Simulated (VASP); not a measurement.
Crystal: TaSi2.

```
CELL_PARAMETERS angstrom
4.78390 0.00000 0.00000
-2.39195 4.14298 0.00000
0.00000 0.00000 6.57000
ATOMIC_POSITIONS crystal
Ta 0.00000 0.50000 0.33333
Ta 0.50000 0.50000 0.66667
Ta 0.50000 0.00000 0.00000
Si 0.31794 0.15897 0.33333
Si 0.15897 0.84103 0.66667
Si 0.84103 0.68206 0.00000
Si 0.68206 0.84103 0.33333
Si 0.84103 0.15897 0.66667
Si 0.15897 0.31794 0.00000
```

* Program: VASP 6.6.1
* Task: relaxation of cell and atoms
* Functional: LDA
* Potentials or basis: VASP PAW LDA potentials, release 64 (Ta_pv, Si)
* Cutoff: 600 eV
* k mesh: 7 × 7 × 4
* Occupations: fermi-dirac, width 0.05 eV
* Spin: no spin polarisation

At the start: pressure -5.1 GPa; volume 14.47 Å³/atom.

**Question.** Where does the relaxation end?

**Answer.** Over 11 steps the energy falls by 6.4 meV/atom and the volume is 14.09 Å³/atom (-2.6 %); space group P6_422 (No. 181, to 0.05 Å).

The path:
| step | energy change (eV) | largest force (eV/Å) | pressure (GPa) | volume (Å³) |
| --- | --- | --- | --- | --- |
| 1 | 0.0000 | 0.0642 | -5.08 | 130.21 |
| 2 | 0.0802 | 0.0260 | 9.04 | 121.76 |
| 3 | -0.0559 | 0.0502 | -0.02 | 126.83 |
| 4 | -0.0559 | 0.0498 | 0.09 | 126.77 |
| 5 | -0.0577 | 0.0317 | 0.06 | 126.71 |
| 6 | -0.0577 | 0.0343 | 0.07 | 126.72 |
| 7 | -0.0577 | 0.0348 | 0.07 | 126.72 |
| 8 | -0.0579 | 0.0112 | -0.07 | 126.81 |
| 9 | -0.0580 | 0.0055 | -0.10 | 126.83 |
| 10 | -0.0580 | 0.0039 | 0.09 | 126.71 |
| 11 | -0.0580 | 0.0008 | 0.01 | 126.77 |

Final structure:
```
Ta Si
1.0
     4.73391    0.00000    0.00000
    -2.36696    4.09969    0.00000
     0.00000    0.00000    6.53181
Ta Si
3 6
Direct
  0.00000 0.50000 0.33333
  0.50000 0.50000 0.66667
  0.50000 0.00000 0.00000
  0.31923 0.15962 0.33333
  0.15962 0.84038 0.66667
  0.84038 0.68077 0.00000
  0.68077 0.84038 0.33333
  0.84038 0.15962 0.66667
  0.15962 0.31923 0.00000
```
